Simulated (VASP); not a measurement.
**NaF: single point with PBE**

Crystal: NaF.

```
Na F
1.0
     0.00000    2.53126    2.53126
     2.53126    0.00000    2.53126
     2.53126    2.53126    0.00000
Na F
1 1
Cartesian
  0.0000 0.0000 0.0000
  1.2656 1.2656 1.2656
```

```
Program             : VASP 6.6.1
Task                : single point
Functional          : PBE
Potentials or basis : VASP PAW PBE potentials, release 64 (Na_pv, F)
Cutoff              : 520 eV
k mesh              : 8 × 8 × 8
Occupations         : fermi-dirac, width 0.02 eV
Spin                : no spin polarisation
```

```
Pressure               : 1.9 GPa
Band gap on the k mesh : 5.61 eV
```

Levels at points of the mesh, in eV from the valence-band top:
| k point | band 3 | band 4 | band 5 | band 6 | band 7 | band 8 | band 9 | band 10 | band 11 | band 12 |
| --- | --- | --- | --- | --- | --- | --- | --- | --- | --- | --- |
| (0.00, 0.00, 0.00) | -18.85 | -18.74 | 0.00 | 0.00 | 0.00 | 5.61 | 19.32 | 19.32 | 19.32 | 20.90 |
| (0.50, 0.00, 0.00) | -18.86 | -18.10 | -0.85 | -0.04 | -0.04 | 9.96 | 10.90 | 17.19 | 17.19 | 20.46 |
| (0.50, 0.50, 0.00) | -18.88 | -17.97 | -0.78 | -0.16 | -0.16 | 9.96 | 12.01 | 16.24 | 17.09 | 17.09 |

Run time: 7.1 s on 1 thread of Intel(R) Xeon(R) 6975P-C (Granite Rapids), on a shared host, peak memory 0.15 GiB.

A k mesh can miss the band edges.
